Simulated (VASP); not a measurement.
System: P, a slab with vacuum.

```
P
1.0
     3.27281    0.00000    0.00000
    -1.63641    2.83434    0.00000
     0.00000    0.00000   26.15188
P
2
Direct
  0.33333 0.66667 0.32411
  0.66667 0.33333 0.37090
```

Base run:

```yaml
Program: VASP 6.6.1
Functional: PBE0
Potentials_or_basis: VASP PAW PBE potentials, release 64 (P)
Cutoff: 520 eV
k_mesh: 6 × 6 × 1
Occupations: gaussian, width 0.01 eV
Spin: no spin polarisation
```

Its results: band gap on the k mesh 3.47 eV (least direct gap 3.75 eV); largest force 0.309 eV/Å.

Q: The run is repeated on the same cell with these changes: functional from PBE0 to HSE06; further incar settings from ALGO = Normal; EDIFF = 1e-06; NBANDS = 12 to ALGO = Normal; EDIFF = 1e-07; NBANDS = 12. What comes out?

A: Band gap on the k mesh 2.74 eV (least direct gap 3.02 eV); largest force 0.283 eV/Å.

Caveats: the PAW data sets were made with another functional, which shifts forces and pressure a little.

A k mesh can miss the band edges.
